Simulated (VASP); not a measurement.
# B (C2/m) in VASP: relaxation of cell and atoms with PBE

Aim: the relaxation of cell and atoms of B with PBE.

Everything below comes from runs of VASP 6.6.1. Logs are shortened: lines on timing, memory, paths and dates and some standing lists are left out, and cuts for length are marked.

### Step 1. The cell of the first run

The structure is monoclinic, space group C2/m (No. 12). The conventional cell has a = 5.168 Å, b = 2.885 Å, c = 5.950 Å, α = 90.00°, β = 106.94°, γ = 90.00°. Within 2.2 Å of B (site symmetry m) lie 5 B at 1.67 to 1.81 Å. B (site symmetry m) has 7 B at 1.66 to 1.94 Å within 2.2 Å. B (site symmetry m) has 6 B at 1.66 to 1.94 Å within 2.2 Å.

### Step 2. Relaxation of cell and atoms, PBE

File INCAR:

```
PREC     = Accurate       # precision mode
ENCUT    = 500            # plane-wave cutoff, eV
EDIFF    = 1E-7           # SCF threshold, eV
ISMEAR   = 0              # smearing method
SIGMA    = 0.1            # smearing width, eV
LREAL    = F              # projectors in reciprocal space
LASPH    = T              # aspherical terms in the spheres
NELM     = 120            # most SCF steps
ALGO     = Normal         # electronic algorithm
ISIF     = 3              # what is computed and relaxed
LWAVE    = F              # write WAVECAR
LCHARG   = F              # write CHGCAR
GGA      = PE             # functional
IBRION   = 2              # ionic algorithm
NSW      = 100            # ionic steps
EDIFFG   = -0.01          # ionic threshold
GGA_COMPAT= F            
NELMIN   = 4
```

File KPOINTS:

```
Automatic mesh
0
Gamma
  16 16 8
```

File POSCAR:

```
B
1.0
    2.5837567958     -1.4424371132      0.0000000000
    2.5837567958      1.4424371132      0.0000000000
   -1.7335510171      0.0000000000      5.6919341740
B
6
Direct
    0.8396827566      0.8396827566      0.0038312049
    0.1901513982      0.1901513982      0.5701826704
    0.9040345667      0.9040345667      0.7213027235
    0.0959654333      0.0959654333      0.2786972765
    0.8098486018      0.8098486018      0.4298173296
    0.1603172434      0.1603172434      0.9961687951
```

Potentials or basis: VASP PAW PBE potentials, release 64 (B).

Command:

```console
cat potpaw_PBE.64/B/POTCAR > POTCAR
mpirun -np 1 vasp_std > vasp.out
```

OUTCAR:

```text
PREC = Accurate
   ENCUT = 500
   EDIFF = 1E-7
   ISMEAR = 0
   LREAL = F
   LASPH = T
   NELM = 120
   ISIF = 3
   GGA = PE
   IBRION = 2
   NSW = 100
   EDIFFG = -0.01
   NELMIN = 4

 ion  position               nearest neighbor table
   1  0.840  0.840  0.004-   6 1.67   6 1.71   6 1.71   4 1.78   3 1.81
   2  0.190  0.190  0.570-   4 1.66   5 1.86   5 1.86   3 1.88   3 1.88   5 1.90   3 1.94
   3  0.904  0.904  0.721-   5 1.66   6 1.78   1 1.81   2 1.88   2 1.88   2 1.94
   4  0.096  0.096  0.279-   2 1.66   1 1.78   6 1.81   5 1.88   5 1.88   5 1.94
   5  0.810  0.810  0.430-   3 1.66   2 1.86   2 1.86   4 1.88   4 1.88   2 1.90   4 1.94
   6  0.160  0.160  0.996-   1 1.67   1 1.71   1 1.71   3 1.78   4 1.81

  LATTYP: Found a base centered monoclinic cell.
 ALAT       =     5.1675135916
 B/A-ratio  =     0.5582712411
 C/A-ratio  =     1.1514373941
 COS(beta)  =    -0.2913497636

  Lattice vectors:

 A1 = (   2.5837567958,  -1.4424371132,   0.0000000000)
 A2 = (   2.5837567958,   1.4424371132,   0.0000000000)
 A3 = (  -1.7335510171,   0.0000000000,   5.6919341740)

Analysis of symmetry for initial positions (statically):
=====================================================================
 Subroutine PRICEL returns:
 Original cell was already a primitive cell.

 Routine SETGRP: Setting up the symmetry group for a
 base centered monoclinic supercell.

 Subroutine GETGRP returns: Found  4 space group operations
 (whereof  4 operations were pure point group operations)
 out of a pool of  4 trial point group operations.

The static configuration has the point symmetry C_2h.

Analysis of symmetry for dynamics (positions and initial velocities):
=====================================================================
 Subroutine PRICEL returns:
 Original cell was already a primitive cell.

 Routine SETGRP: Setting up the symmetry group for a
 base centered monoclinic supercell.

 Subroutine GETGRP returns: Found  4 space group operations
 (whereof  4 operations were pure point group operations)
 out of a pool of  4 trial point group operations.

The dynamic configuration has the point symmetry C_2h.

 Subroutine INISYM returns: Found  4 space group operations
 (whereof  4 operations are pure point group operations),
 and found     1 'primitive' translations

----------------------------------------------------------------------------------------

                                     Primitive cell

  volume of cell :      42.4266

  direct lattice vectors                    reciprocal lattice vectors
     2.583756796 -1.442437113  0.000000000     0.193516666 -0.346635562  0.058937964
     2.583756796  1.442437113  0.000000000     0.193516666  0.346635562  0.058937964
    -1.733551017  0.000000000  5.691934174     0.000000000  0.000000000  0.175687204

  length of vectors
     2.959125547  2.959125547  5.950068384     0.401345981  0.401345981  0.175687204

  position of ions in fractional coordinates (direct lattice)
     0.839682757  0.839682757  0.003831205
     0.190151398  0.190151398  0.570182670
     0.904034567  0.904034567  0.721302724
     0.095965433  0.095965433  0.278697276
     0.809848602  0.809848602  0.429817330
     0.160317243  0.160317243  0.996168795

  ion indices of the primitive-cell ions
   primitive index   ion index
                 1           1
                 2           2
                 3           3
                 4           4
                 5           5
                 6           6

----------------------------------------------------------------------------------------

 KPOINTS: Automatic mesh

Automatic generation of k-mesh.
 Grid dimensions read from file:
 generate k-points for:   16   16    8

 Generating k-lattice:

  Cartesian coordinates                     Fractional coordinates (reciprocal lattice)
     0.012094792 -0.021664723  0.003683623     0.062500000 -0.000000000  0.000000000
     0.012094792  0.021664723  0.003683623    -0.000000000  0.062500000  0.000000000
     0.000000000  0.000000000  0.021960900     0.000000000  0.000000000  0.125000000

  Length of vectors
     0.025084124  0.025084124  0.021960900

  Shift w.r.t. Gamma in fractional coordinates (k-lattice)
     0.000000000  0.000000000  0.000000000

 Subroutine IBZKPT returns following result:
 ===========================================

 Found    554 irreducible k-points:

 Following reciprocal coordinates:
            Coordinates               Weight
  0.000000  0.000000  0.000000      1.000000
  0.062500  0.000000  0.000000      4.000000
  0.125000  0.000000  0.000000      4.000000
  0.187500  0.000000  0.000000      4.000000
  0.250000  0.000000  0.000000      4.000000
  0.312500  0.000000  0.000000      4.000000
[... 16 lines left out ...]
 -0.125000  0.062500 -0.000000      4.000000
 -0.062500  0.062500  0.000000      2.000000
 [... further k-points ...]
   k-points           NKPTS =    554   k-points in BZ     NKDIM =    554   number of bands    NBANDS=     13
   number of dos      NEDOS =    301   number of ions     NIONS =      6
   total plane-waves  NPLWV =  27648
   dimension x,y,z NGX =    24 NGY =   24 NGZ =   48
   dimension x,y,z NGXF=    48 NGYF=   48 NGZF=   96
   ions per type =               6
   NGX,Y,Z   is equivalent  to a cutoff of  13.48, 13.48, 13.41 a.u.
   NGXF,Y,Z  is equivalent  to a cutoff of  26.97, 26.97, 26.82 a.u.
 SYSTEM =  unknown system
   PREC   = accura    normal or accurate (medium, high low for compatibility)
   ISTART =      0    job   : 0-new  1-cont  2-samecut
   ICHARG =      2    charge: 1-file 2-atom 10-const
   ISPIN  =      1    spin polarized calculation?
   LNONCOLLINEAR =      F non collinear calculations
   LSORBIT =      F    spin-orbit coupling
   LASPH  =      T    aspherical Exc in radial PAW
   ENCUT  =  500.0 eV  36.75 Ry    6.06 a.u.   5.40  5.40 10.85*2*pi/ulx,y,z
   NELM   =    120;   NELMIN=  4; NELMDL= -5     # of ELM steps
   EDIFF  = 0.1E-06   stopping-criterion for ELM
   LREAL  =      F    real-space projection
   EDIFFG = -.1E-01   stopping-criterion for IOM
   NSW    =    100    number of steps for IOM
   IBRION =      2    ionic relax: 0-MD 1-quasi-New 2-CG
   NFREE  =      1    steps in history (QN), initial steepest desc. (CG)
   ISIF   =      3    stress and relaxation
   ISYM   =      2    0-nonsym 1-usesym 2-fastsym
   POTIM  = 0.5000    time-step for ionic-motion
   TEBEG  =    0.0;   TEEND  =   0.0 temperature during run
   PSTRESS=    0.0 pullay stress
   NELECT =      18.0000    total number of electrons
   NUPDOWN=      -1.0000    fix difference up-down
   EMIN   =  10.00;   EMAX   =-10.00  energy-range for DOS
   EFERMI =   0.00;   METHOD = LEGACY
   ISMEAR =     0;   SIGMA  =   0.10  broadening in eV -4-tet -1-fermi 0-gaus
   EFERMI_NEDOS =   21; number of points for ismear=-14 and -15
   IALGO  =     38    algorithm
   IMIX   =      4    mixing-type and parameters
     AMIX     =   0.40;   BMIX     =  1.00
     AMIX_MAG =   1.60;   BMIX_MAG =  1.00
  volume/ion in A,a.u.               =       7.07        47.72
  Fermi-wavevector in a.u.,A,eV,Ry     =   1.230135  2.324619 20.588782  1.513233
  Thomas-Fermi vector in A             =   2.364996
   LORBIT       =      0    0 simple, 1 ext, 2 COOP (PROOUT), +10 PAW based schemes
   GGA     = PE    functional components
   LHFCALC =     F    Hartree Fock is set to
   AEXX    =    0.0000 exact exchange contribution
   IVDW    =     0    specifies the selected vdW correction
   LEPSILON=     F    determine dielectric tensor
   LRPA    =     F    only Hartree local field effects (RPA)
 conjugate gradient relaxation of ions
 non-spin polarized calculation
 Gauss-broadening in eV      SIGMA  =   0.10
  energy-cutoff  :      500.00
  volume of cell :       42.43
 maximum number of plane-waves:      1097
 NGX is ok and might be reduce to    24
   NGX = 11   NGY = 11   NGZ = 21

--------------------------------------- Ionic step        1  -------------------------------------------

 number of electron      18.0000000 magnetization

 Free energy of the ion-electron system (eV)
  ---------------------------------------------------
  ext. energy  EPLUGINS =         0.00000000
  ---------------------------------------------------
  free energy    TOTEN  =       -38.32960823 eV

  energy without entropy =      -38.32454964  energy(sigma->0) =      -38.32707894

------------------------ aborting loop because EDIFF is reached ----------------------------------------

  FORCE on cell =-STRESS in cart. coord.  units (eV):
  Direction    XX          YY          ZZ          XY          YZ          ZX
  --------------------------------------------------------------------------------------
  -------------------------------------------------------------------------------------
  Total       -0.2623093      0.3273915     -0.0951994      0.0000000      0.0000000      0.0355727
  in kB       -9.9057171     12.3634484     -3.5950635      0.0000000      0.0000000      1.3433504
  external PRESSURE =      -0.3791107 kB  Pullay stress =       0.0000000 kB
[... 101 lines left out ...]
  FREE ENERGIE OF THE ION-ELECTRON SYSTEM (eV)
  ---------------------------------------------------
  free  energy   TOTEN  =       -38.3312002001 eV

  energy  without entropy=      -38.3261681565  energy(sigma->0) =      -38.32868418

[... ionic steps 4 to 7 ...]

--------------------------------------- Ionic step        8  -------------------------------------------

 number of electron      18.0000000 magnetization

------------------------ aborting loop because EDIFF is reached ----------------------------------------
[... 75 lines left out ...]
--------------------------------------- Ionic step       10  -------------------------------------------

 number of electron      18.0000000 magnetization

 Free energy of the ion-electron system (eV)
  ---------------------------------------------------
  ext. energy  EPLUGINS =         0.00000000
  ---------------------------------------------------
  free energy    TOTEN  =       -38.33183812 eV

  energy without entropy =      -38.32688165  energy(sigma->0) =      -38.32935988

 E-fermi :   6.6291     XC(G=0): -11.8537

 val. band max:        6.6200264192   @ k =   0.1875   0.0000   0.0000
 cond. band min:       6.6292927720   @ k =  -0.4375   0.0000   0.3750
 fundamental gap:      0.0092663527
 Fermi energy:         6.6291112934

 k-point     1 :       0.0000    0.0000    0.0000
  band No.  band energies     occupation
      1      -9.4822      2.00000
      2      -6.1857      2.00000
      3      -4.9132      2.00000
      4       2.4159      2.00000
      5       4.7540      2.00000
      6       4.9551      2.00000
      7       5.5867      2.00000
      8       7.1220      0.00000
      9       8.1000      0.00000
     10       8.8554      0.00000
     11       9.3527      0.00000
     12      11.7629      0.00000
     13      11.9078      0.00000
[... 354 lines left out ...]
  band No.  band energies     occupation
      1      -9.2672      2.00000
      2      -5.9877      2.00000
      3      -4.6993      2.00000
      4       2.3603      2.00000
      5       4.0352      2.00000
      6       4.2998      2.00000
      7       4.9754      2.00000
      8       6.8756      0.00049
      9       6.9192      0.00004
     10       9.0897      0.00000
     11       9.3818      0.00000
     12      11.8636      0.00000
     13      12.0241      0.00000

 [... further k-points ...]
[... 5 lines left out ...]
  --------------------------------------------------------------------------------------
  -------------------------------------------------------------------------------------
  Total        0.0064543     -0.0038959      0.0045237      0.0000000      0.0000000      0.0008961
  in kB        0.2436640     -0.1470771      0.1707782      0.0000000      0.0000000      0.0338281
  external PRESSURE =       0.0891217 kB  Pullay stress =       0.0000000 kB
[... 21 lines left out ...]
  FREE ENERGIE OF THE ION-ELECTRON SYSTEM (eV)
  ---------------------------------------------------
  free  energy   TOTEN  =       -38.3318381159 eV

  energy  without entropy=      -38.3268816502  energy(sigma->0) =      -38.32935988

 reached required accuracy - stopping structural energy minimisation
```

Wall time 34 min (1 thread of Oxide Virtual Turin-like, shared host); peak memory 0.31 GiB.

What came out:

- Free energy: -38.3318 eV
- Relaxed volume: 7.07 Å³/atom
- Relaxed cell: a = 2.957 Å, b = 2.957 Å, c = 5.944 Å, α = 104.66°, β = 104.66°, γ = 58.56°
- Space group after relaxing (to 0.1 Å): C2/m (No. 12)
- Energy gained by relaxing: 0.4 meV/atom
- Ionic steps: 10
- Pressure after relaxing: 0.0 GPa
- Largest force after relaxing: 0.006 eV/Å
- Band gap on the k mesh: zero (bands 9 and 10 overlap by 3.79 eV)

Forces in eV/Å, atoms in the order of the input:
```
B    0.001  0.000 -0.005
B    0.002  0.000  0.005
B    0.003  0.000  0.000
B   -0.003  0.000  0.000
B   -0.002  0.000 -0.005
B   -0.001  0.000  0.005
```

Step by step:
| step | energy change (eV) | largest force (eV/Å) | pressure (GPa) | volume (Å³) |
| --- | --- | --- | --- | --- |
| 1 | 0.0000 | 0.2004 | -0.04 | 42.43 |
| 2 | 0.0006 | 0.3602 | 0.08 | 42.42 |
| 3 | -0.0016 | 0.0721 | 0.00 | 42.42 |
| 4 | -0.0021 | 0.0222 | 0.07 | 42.42 |
| 5 | -0.0021 | 0.0275 | 0.09 | 42.42 |
| 6 | -0.0022 | 0.0181 | -0.04 | 42.45 |
| 7 | -0.0022 | 0.0193 | -0.09 | 42.45 |
| 8 | -0.0022 | 0.0123 | -0.02 | 42.45 |
| 9 | -0.0022 | 0.0118 | -0.03 | 42.45 |
| 10 | -0.0022 | 0.0058 | 0.01 | 42.44 |

Final structure:
```xyz
6
Lattice="2.5793 -1.4463 0.0013 2.5793 1.4463 0.0013 -1.7277 0.0000 5.6876" Properties=species:S:1:pos:R:3 pbc="T T T"
B     4.3272    0.0000    0.0252
B     0.0037    0.0000    3.2418
B     3.4216    0.0000    4.1071
B     0.0092    0.0000    1.5831
B     3.4270    0.0000    2.4484
B    -0.8964    0.0000    5.6649
```

Levels at points of the mesh, in eV from the Fermi level:
| k point | band 5 | band 6 | band 7 | band 8 | band 9 | band 10 | band 11 | band 12 | band 13 |
| --- | --- | --- | --- | --- | --- | --- | --- | --- | --- |
| (0.00, 0.00, 0.00) | -1.88 | -1.67 | -1.04 | 0.49 | 1.47 | 2.23 | 2.72 | 5.13 | 5.28 |
| (0.50, 0.00, 0.00) | -5.93 | -5.66 | -4.51 | -2.70 | -2.61 | 0.15 | 3.42 | 3.58 | 4.70 |
| (0.50, 0.50, 0.00) | -6.58 | -4.64 | -4.47 | -2.19 | -1.20 | 0.38 | 1.55 | 3.56 | 5.47 |
| (0.00, 0.00, 0.50) | -1.83 | -1.74 | -1.06 | 1.36 | 2.05 | 3.78 | 4.12 | 4.15 | 5.41 |
| (0.50, 0.00, 0.50) | -5.93 | -5.41 | -4.55 | -2.58 | -2.48 | -0.09 | 3.39 | 3.43 | 4.20 |
| (0.50, 0.50, 0.50) | -6.50 | -5.43 | -4.09 | -2.68 | -2.42 | 3.17 | 3.50 | 3.78 | 4.10 |
